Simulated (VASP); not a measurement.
Input of a VASP 6.6.1 run:

The input INCAR:

```
PREC     = Accurate       # precision mode
ENCUT    = 520            # plane-wave cutoff, eV
EDIFF    = 1E-6           # SCF threshold, eV
ISMEAR   = 0              # smearing method
SIGMA    = 0.1            # smearing width, eV
LREAL    = F              # projectors in reciprocal space
LASPH    = T              # aspherical terms in the spheres
NELM     = 80             # most SCF steps
ALGO     = Fast           # electronic algorithm
ISIF     = 2              # what is computed and relaxed
LWAVE    = F              # write WAVECAR
LCHARG   = F              # write CHGCAR
GGA      = PS             # functional
NBANDS   = 39             # bands
```

File KPOINTS:

```
regular mesh
0
Gamma
  10 10 10
```

File POSCAR:

```
TiCo2
1.0
    0.0000000000      3.2332704379      3.2332704379
    3.2332704379      0.0000000000      3.2332704379
    3.2332704379      3.2332704379      0.0000000000
Ti Co
2 4
Direct
    0.5000000000      0.5000000000      0.5000000000
    0.7500000000      0.7500000000      0.7500000000
    0.1250000000      0.1250000000      0.1250000000
    0.6250000000      0.1250000000      0.1250000000
    0.1250000000      0.1250000000      0.6250000000
    0.1250000000      0.6250000000      0.1250000000
```

Potentials or basis: VASP PAW PBE potentials, release 64 (Ti_sv, Co).

The run is started by

```console
$ cat potpaw_PBE.64/Ti_sv/POTCAR potpaw_PBE.64/Co/POTCAR > POTCAR
$ mpirun -np 1 vasp_std > vasp.out
```

Problem. Predict the band gap on the k mesh.

Solution. Zero (band 30 reaches 11.42 eV, above the bottom of band 31 at 10.59 eV).

Problem. Estimate the pressure.

Solution. 9.1 GPa.

Caveat: the PAW data sets were made with another functional, which shifts forces and pressure a little. Spin polarisation is off, so any magnetic state and its effect on volume and gap are missing.
